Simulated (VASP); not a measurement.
Al: single point with RPBE

The system is Al.

```
CELL_PARAMETERS angstrom
0.00000 2.03235 2.03235
2.03235 0.00000 2.03235
2.03235 2.03235 0.00000
ATOMIC_POSITIONS crystal
Al 0.00000 0.00000 0.00000
```

```
Program             : VASP 6.6.1
Task                : single point
Functional          : RPBE
Potentials or basis : VASP PAW PBE potentials, release 64 (Al)
Cutoff              : 520 eV
k mesh              : 22 × 22 × 22
Occupations         : fermi-dirac, width 0.1 eV
Spin                : no spin polarisation
```

```
Pressure : -0.1 GPa
```

Levels at points of the mesh, in eV from the Fermi level:
```
           k point  band 1  band 2  band 3  band 4  band 5
(0.00, 0.00, 0.00)  -11.00   12.51   12.51   12.51   14.01
(0.50, 0.00, 0.00)   -4.53   -4.32   11.32   11.32   11.37
(0.50, 0.50, 0.00)   -2.88   -1.57    5.22    5.56    5.56
```

It took 16 s on 1 thread of Intel Xeon 6975P-C (shared host), peak memory 0.16 GiB.

Caveat: the PAW data sets were made with another functional, which shifts forces and pressure a little.
